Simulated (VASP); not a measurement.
# Cu (Fm-3m) in VASP: notebook

Cu is run at these levels: PBE; tasks: single point, relaxation of cell and atoms.

Everything below comes from runs of VASP 6.6.1. Logs are shortened: lines on timing, memory, paths and dates and some standing lists are left out, and cuts for length are marked.

### 1 The cell of the first run

It takes space group Fm-3m (No. 225, cubic). Conventional cell: a = 3.615 Å, b = 3.615 Å, c = 3.615 Å, α = 90.00°, β = 90.00°, γ = 90.00°. Within 3.4 Å of Cu (site symmetry m-3m) lie 12 Cu at 2.56 Å.

### 2 Single point, PBE

INCAR

```
SYSTEM = Cu
ALGO = Fast ; EDIFF = 1E-6
ENCUT = 520 ; GGA = PE
ISIF = 2 ; ISMEAR = 0
LASPH = .True. ; LCHARG = .True.
LELF = .True. ; LREAL = .False.
LVHAR = .True. ; LWAVE = .False.
NBANDS = 12 ; NELM = 100
PREC = Accurate ; SIGMA = 0.1
```

KPOINTS

```
k-points
0
Gamma
  8 8 8
  0 0 0
```

POSCAR

```
Cu
1.0
    0.0000000000      1.8075000000      1.8075000000
    1.8075000000      0.0000000000      1.8075000000
    1.8075000000      1.8075000000      0.0000000000
Cu
1
Direct
    0.0000000000      0.0000000000      0.0000000000
```

Potentials or basis: VASP PAW PBE potentials, release 64 (Cu).

Command:

```
cat potpaw_PBE.64/Cu/POTCAR > POTCAR
mpirun -np 1 vasp_std > vasp.out
```

OUTCAR:

```text
SYSTEM = Cu
   EDIFF = 1E-6
   ENCUT = 520
   GGA = PE
   ISIF = 2
   ISMEAR = 0
   LASPH = .True.
   LREAL = .False.
   NELM = 100
   PREC = Accurate

 ion  position               nearest neighbor table
   1  0.000  0.000  0.000-

  LATTYP: Found a face centered cubic cell.
 ALAT       =     3.6150000000

  Lattice vectors:

 A1 = (   0.0000000000,   1.8075000000,   1.8075000000)
 A2 = (   1.8075000000,   0.0000000000,   1.8075000000)
 A3 = (   1.8075000000,   1.8075000000,   0.0000000000)

Analysis of symmetry for initial positions (statically):
=====================================================================
 Subroutine PRICEL returns:
 Original cell was already a primitive cell.

 Routine SETGRP: Setting up the symmetry group for a
 face centered cubic supercell.

 Subroutine GETGRP returns: Found 48 space group operations
 (whereof 48 operations were pure point group operations)
 out of a pool of 48 trial point group operations.

The static configuration has the point symmetry O_h .

Analysis of symmetry for dynamics (positions and initial velocities):
=====================================================================
 Subroutine PRICEL returns:
 Original cell was already a primitive cell.

 Routine SETGRP: Setting up the symmetry group for a
 face centered cubic supercell.

 Subroutine GETGRP returns: Found 48 space group operations
 (whereof 48 operations were pure point group operations)
 out of a pool of 48 trial point group operations.

The dynamic configuration has the point symmetry O_h .

 Subroutine INISYM returns: Found 48 space group operations
 (whereof 48 operations are pure point group operations),
 and found     1 'primitive' translations

----------------------------------------------------------------------------------------

                                     Primitive cell

  volume of cell :      11.8104

  direct lattice vectors                    reciprocal lattice vectors
     0.000000000  1.807500000  1.807500000    -0.276625173  0.276625173  0.276625173
     1.807500000  0.000000000  1.807500000     0.276625173 -0.276625173  0.276625173
     1.807500000  1.807500000  0.000000000     0.276625173  0.276625173 -0.276625173

  length of vectors
     2.556191014  2.556191014  2.556191014     0.479128854  0.479128854  0.479128854

  position of ions in fractional coordinates (direct lattice)
     0.000000000  0.000000000  0.000000000

  ion indices of the primitive-cell ions
   primitive index   ion index
                 1           1

----------------------------------------------------------------------------------------

 KPOINTS: k-points

Automatic generation of k-mesh.
 Grid dimensions read from file:
 generate k-points for:    8    8    8

 Generating k-lattice:

  Cartesian coordinates                     Fractional coordinates (reciprocal lattice)
    -0.034578147  0.034578147  0.034578147     0.125000000  0.000000000  0.000000000
     0.034578147 -0.034578147  0.034578147     0.000000000  0.125000000  0.000000000
     0.034578147  0.034578147 -0.034578147     0.000000000  0.000000000  0.125000000

  Length of vectors
     0.059891107  0.059891107  0.059891107

  Shift w.r.t. Gamma in fractional coordinates (k-lattice)
     0.000000000  0.000000000  0.000000000

 Subroutine IBZKPT returns following result:
 ===========================================

 Found     29 irreducible k-points:

 Following reciprocal coordinates:
            Coordinates               Weight
  0.000000  0.000000  0.000000      1.000000
  0.125000  0.000000  0.000000      8.000000
  0.250000  0.000000  0.000000      8.000000
  0.375000  0.000000  0.000000      8.000000
  0.500000  0.000000  0.000000      4.000000
  0.125000  0.125000  0.000000      6.000000
[... 16 lines left out ...]
  0.500000  0.250000  0.125000     48.000000
 -0.375000  0.250000  0.125000     24.000000
 [... further k-points ...]
   k-points           NKPTS =     29   k-points in BZ     NKDIM =     29   number of bands    NBANDS=     12
   number of dos      NEDOS =    301   number of ions     NIONS =      1
   total plane-waves  NPLWV =   8000
   dimension x,y,z NGX =    20 NGY =   20 NGZ =   20
   dimension x,y,z NGXF=    40 NGYF=   40 NGZF=   40
   ions per type =               1
   NGX,Y,Z   is equivalent  to a cutoff of  13.01, 13.01, 13.01 a.u.
   NGXF,Y,Z  is equivalent  to a cutoff of  26.01, 26.01, 26.01 a.u.
 SYSTEM =  Cu
   PREC   = accura    normal or accurate (medium, high low for compatibility)
   ISTART =      0    job   : 0-new  1-cont  2-samecut
   ICHARG =      2    charge: 1-file 2-atom 10-const
   ISPIN  =      1    spin polarized calculation?
   LNONCOLLINEAR =      F non collinear calculations
   LSORBIT =      F    spin-orbit coupling
   LASPH  =      T    aspherical Exc in radial PAW
   ENCUT  =  520.0 eV  38.22 Ry    6.18 a.u.   4.75  4.75  4.75*2*pi/ulx,y,z
   NELM   =    100;   NELMIN=  2; NELMDL= -5     # of ELM steps
   EDIFF  = 0.1E-05   stopping-criterion for ELM
   LREAL  =      F    real-space projection
   EDIFFG = 0.1E-04   stopping-criterion for IOM
   NSW    =      0    number of steps for IOM
   IBRION =     -1    ionic relax: 0-MD 1-quasi-New 2-CG
   NFREE  =      0    steps in history (QN), initial steepest desc. (CG)
   ISIF   =      2    stress and relaxation
   ISYM   =      2    0-nonsym 1-usesym 2-fastsym
   POTIM  = 0.5000    time-step for ionic-motion
   TEBEG  =    0.0;   TEEND  =   0.0 temperature during run
   PSTRESS=    0.0 pullay stress
   NELECT =      11.0000    total number of electrons
   NUPDOWN=      -1.0000    fix difference up-down
   EMIN   =  10.00;   EMAX   =-10.00  energy-range for DOS
   EFERMI =   0.00;   METHOD = LEGACY
   ISMEAR =     0;   SIGMA  =   0.10  broadening in eV -4-tet -1-fermi 0-gaus
   EFERMI_NEDOS =   21; number of points for ismear=-14 and -15
   IALGO  =     68    algorithm
   IMIX   =      4    mixing-type and parameters
     AMIX     =   0.40;   BMIX     =  1.00
     AMIX_MAG =   1.60;   BMIX_MAG =  1.00
  volume/ion in A,a.u.               =      11.81        79.70
  Fermi-wavevector in a.u.,A,eV,Ry     =   1.598763  3.021224 34.777078  2.556043
  Thomas-Fermi vector in A             =   2.696162
   LORBIT       =      0    0 simple, 1 ext, 2 COOP (PROOUT), +10 PAW based schemes
   GGA     = PE    functional components
   LHFCALC =     F    Hartree Fock is set to
   AEXX    =    0.0000 exact exchange contribution
   IVDW    =     0    specifies the selected vdW correction
   LEPSILON=     F    determine dielectric tensor
   LRPA    =     F    only Hartree local field effects (RPA)
 non-spin polarized calculation
 RMM-DIIS sequential band-by-band and
 Gauss-broadening in eV      SIGMA  =   0.10
  energy-cutoff  :      520.00
  volume of cell :       11.81
 maximum number of plane-waves:       332
   NGX =  9   NGY =  9   NGZ =  9

 number of electron      11.0000001 magnetization

 Free energy of the ion-electron system (eV)
  ---------------------------------------------------
  ext. energy  EPLUGINS =         0.00000000
  ---------------------------------------------------
  free energy    TOTEN  =        -3.69622681 eV

  energy without entropy =       -3.69312200  energy(sigma->0) =       -3.69467440

 E-fermi :   7.5174     XC(G=0): -12.7246

 val. band max:        7.4431448475   @ k =   0.5000   0.2500   0.1250
 cond. band min:       7.7165731769   @ k =   0.5000   0.1250   0.0000
 fundamental gap:      0.2734283293
 Fermi energy:         7.5173689068

 k-point     1 :       0.0000    0.0000    0.0000
  band No.  band energies     occupation
      1      -1.7648      2.00000
      2       4.5699      2.00000
      3       4.5699      2.00000
      4       4.5699      2.00000
      5       5.3927      2.00000
      6       5.3927      2.00000
      7      30.1804      0.00000
      8      32.8250      0.00000
      9      32.8250      0.00000
     10      32.8250      0.00000
     11      35.3192      0.00000
     12      35.3192      0.00000

 k-point     2 :       0.1250    0.0000    0.0000
  band No.  band energies     occupation
      1      -1.2016      2.00000
      2       4.4601      2.00000
      3       4.6633      2.00000
      4       4.6633      2.00000
      5       5.3636      2.00000
      6       5.3636      2.00000
      7      26.3964      0.00000
      8      30.8067      0.00000
      9      31.6233      0.00000
     10      31.6233      0.00000
     11      37.1958      0.00000
     12      37.2205      0.00000

 k-point     3 :       0.2500    0.0000    0.0000
  band No.  band energies     occupation
      1       0.3577      2.00000
      2       4.3163      2.00000
      3       4.7257      2.00000
      4       4.7257      2.00000
      5       5.4755      2.00000
      6       5.4755      2.00000
      7      20.0349      0.00000
      8      30.0591      0.00000
      9      30.4081      0.00000
     10      30.4081      0.00000
     11      36.0804      0.00000
     12      36.0806      0.00000
[... 286 lines left out ...]
 k-point    23 :       0.5000    0.2500    0.1250
  band No.  band energies     occupation
      1       2.9716      2.00000
      2       3.9847      2.00000
      3       4.2957      2.00000
      4       5.1171      2.00000
      5       5.7304      2.00000
      6       7.4431      1.70614
      7      15.5894      0.00000
      8      21.0495      0.00000
      9      23.9624      0.00000
     10      31.4647      0.00000
     11      35.0053      0.00000
     12      38.7652      0.00000

 k-point    24 :      -0.3750    0.2500    0.1250
  band No.  band energies     occupation
      1       3.2822      2.00000
      2       3.9763      2.00000
      3       4.5026      2.00000
      4       5.0151      2.00000
      5       5.9060      2.00000
      6       9.6953      0.00000
      7      11.8475      0.00000
      8      21.7655      0.00000
      9      22.1650      0.00000
     10      31.1704      0.00000
     11      34.8815      0.00000
     12      42.3386      0.00000

 [... further k-points ...]
[... 5 lines left out ...]
  --------------------------------------------------------------------------------------
  -------------------------------------------------------------------------------------
  Total        0.2388116      0.2388116      0.2388116      0.0000000      0.0000000      0.0000000
  in kB       32.3967270     32.3967270     32.3967270      0.0000000      0.0000000      0.0000000
  external PRESSURE =      32.3967270 kB  Pullay stress =       0.0000000 kB

 VOLUME and BASIS-vectors are now :
 -----------------------------------------------------------------------------
  energy-cutoff  :      520.00
  volume of cell :       11.81
      direct lattice vectors                 reciprocal lattice vectors
     0.000000000  1.807500000  1.807500000    -0.276625173  0.276625173  0.276625173
     1.807500000  0.000000000  1.807500000     0.276625173 -0.276625173  0.276625173
     1.807500000  1.807500000  0.000000000     0.276625173  0.276625173 -0.276625173

 POSITION                                       TOTAL-FORCE (eV/Angst)
 -----------------------------------------------------------------------------------
      0.00000      0.00000      0.00000         0.000000      0.000000      0.000000
 -----------------------------------------------------------------------------------
    total drift:                                0.000000      0.000000      0.000000

  FREE ENERGIE OF THE ION-ELECTRON SYSTEM (eV)
  ---------------------------------------------------
  free  energy   TOTEN  =        -3.6962268053 eV

  energy  without entropy=       -3.6931219967  energy(sigma->0) =       -3.69467440
```

Run time: 3.6 s. Hardware: 1 thread of Intel Xeon 6975P-C (Granite Rapids), shared host; peak memory 0.12 GiB.

What came out:

```
Free energy : -3.6962 eV
Pressure    : 3.2 GPa
```

Caveat: the k points lie up to 0.38 Å⁻¹ apart.

### 3 Single point, PBE

This run uses another cell than the first one, of 10.68 Å³/atom, 0.904 times its volume.

INCAR

```
  PREC = Accurate
  ENCUT = 520
  EDIFF = 1E-6
  ISMEAR = 0
  SIGMA = 0.1
  LREAL = False
  LASPH = True
  NELM = 60
  ALGO = Fast
  ISIF = 2
  LWAVE = False
  LCHARG = False
  GGA = PE
  NBANDS = 12
```

KPOINTS

```
Automatic mesh
0
Gamma
  20 20 20
```

POSCAR

```
Cu
1.0
    0.0000000000      1.7479036268      1.7479036268
    1.7479036268      0.0000000000      1.7479036268
    1.7479036268      1.7479036268      0.0000000000
Cu
1
Direct
    0.0000000000      0.0000000000      0.0000000000
```

Potentials or basis: VASP PAW PBE potentials, release 64 (Cu).

Command:

```
cat potpaw_PBE.64/Cu/POTCAR > POTCAR
mpirun -np 1 vasp_std > vasp.out
```

OUTCAR:

```text
PREC = Accurate
   ENCUT = 520
   EDIFF = 1E-6
   ISMEAR = 0
   LREAL = False
   LASPH = True
   NELM = 60
   ISIF = 2
   GGA = PE

 ion  position               nearest neighbor table
   1  0.000  0.000  0.000-

  LATTYP: Found a face centered cubic cell.
 ALAT       =     3.4958072536

  Lattice vectors:

 A1 = (   0.0000000000,   1.7479036268,   1.7479036268)
 A2 = (   1.7479036268,   0.0000000000,   1.7479036268)
 A3 = (   1.7479036268,   1.7479036268,   0.0000000000)

Analysis of symmetry for initial positions (statically):
[... 531 lines left out ...]
      6       7.1914      2.00000
      7      16.8095      0.00000
      8      29.8354      0.00000
      9      32.2442      0.00000
     10      33.7876      0.00000
     11      35.8531      0.00000
     12      37.7579      0.00000

 [... further k-points ...]
[... 5 lines left out ...]
  --------------------------------------------------------------------------------------
  -------------------------------------------------------------------------------------
  Total        1.4604388      1.4604388      1.4604388      0.0000000     -0.0000000      0.0000000
  in kB      219.0844215    219.0844215    219.0844215      0.0000000     -0.0000000      0.0000000
  external PRESSURE =     219.0844215 kB  Pullay stress =       0.0000000 kB

 VOLUME and BASIS-vectors are now :
 -----------------------------------------------------------------------------
  energy-cutoff  :      520.00
  volume of cell :       10.68
      direct lattice vectors                 reciprocal lattice vectors
     0.000000000  1.747903627  1.747903627    -0.286056961  0.286056961  0.286056961
     1.747903627  0.000000000  1.747903627     0.286056961 -0.286056961  0.286056961
     1.747903627  1.747903627  0.000000000     0.286056961  0.286056961 -0.286056961

 POSITION                                       TOTAL-FORCE (eV/Angst)
 -----------------------------------------------------------------------------------
      0.00000      0.00000      0.00000        -0.000000     -0.000000      0.000000
 -----------------------------------------------------------------------------------
    total drift:                                0.000000     -0.000000      0.000000

  FREE ENERGIE OF THE ION-ELECTRON SYSTEM (eV)
  ---------------------------------------------------
  free  energy   TOTEN  =        -3.6493497174 eV

  energy  without entropy=       -3.6481101958  energy(sigma->0) =       -3.64872996
```

Run time: 15 s. Hardware: 1 thread of Intel Xeon 6975P-C (Granite Rapids), shared host; peak memory 0.14 GiB.

What came out:

```
Free energy : -3.6493 eV
Pressure    : 21.9 GPa
```

### 4 Single point, PBE

This run uses another cell than the first one, of 10.68 Å³/atom, 0.904 times its volume.

INCAR

```
SYSTEM = Cu
ALGO = Normal
EDIFF = 1E-7
ENCUT = 520
GGA = PE
ISIF = 2
ISMEAR = 0
LASPH = .TRUE.
LCHARG = .FALSE.
LREAL = .FALSE.
LWAVE = .FALSE.
NBANDS = 12
NELM = 100
PREC = Accurate
SIGMA = 0.1
```

KPOINTS

```
k-points
0
G
  20 20 20
  0 0 0
```

POSCAR is that of step 3.

Command:

```
cat potpaw_PBE.64/Cu/POTCAR > POTCAR
mpirun -np 1 vasp_std > vasp.out
```

It took 12 s on 1 thread of Intel Xeon 6975P-C (Granite Rapids), shared host; peak memory 0.14 GiB.

It converged, with:

```yaml
Free_energy: -3.6493 eV
Pressure: 21.6 GPa
```

Levels at points of the mesh, in eV from the Fermi level:
```
           k point  band 3  band 4  band 5  band 6  band 7  band 8  band 9  band 10
(0.00, 0.00, 0.00)   -3.34   -3.34   -2.38   -2.38   23.40   26.85   26.85    26.85
(0.50, 0.00, 0.00)   -3.39   -1.72   -1.72   -1.30    4.30   21.85   23.69    23.69
(0.50, 0.50, 0.00)   -1.74   -1.55   -1.55    1.44    7.86   13.90   13.90    18.66
```

[end of part 1 of 2]
